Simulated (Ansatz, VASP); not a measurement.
AsPt in VASP and in Ansatz

```
CELL_PARAMETERS angstrom
0.00000 3.23790 3.23790
3.23790 0.00000 3.23790
3.23790 3.23790 0.00000
ATOMIC_POSITIONS crystal
As 0.50000 0.50000 0.50000
As 0.75000 0.75000 0.75000
Pt 0.00000 0.00000 0.00000
Pt 0.25000 0.25000 0.25000
```

Alike in both runs: functional PBE; k mesh 4 × 4 × 4; occupations gaussian, width 0.1 eV; no spin polarisation.

Ansatz relaxed the structure, and its values are those at the end. VASP's run is a single point on that final structure, the one shown.

|  | VASP | Ansatz |
| --- | --- | --- |
| version | VASP 6.6.1 | Ansatz 0.2.0 |
| potentials or method | VASP PAW PBE potentials, release 64 (As, Pt), cutoff 520 eV | scalar-relativistic, plane waves, PAW |
| valence electrons in the cell | 30 | 66 |

|  | VASP | Ansatz | Ansatz less VASP |
| --- | --- | --- | --- |
| gap on the k mesh at the Fermi level (eV) | none | none | - |
| pressure (GPa) | -0.1 | 0.0 | +0.08 |

A gap of «none» marks a metal or a gap that the smearing closes. VASP's potentials hold 30 valence electrons a cell and Ansatz's 66, so a difference there can come from the potentials and not from the codes.

The k mesh is coarse, so the values compare programs but aren't converged. Spin-orbit coupling is off throughout.
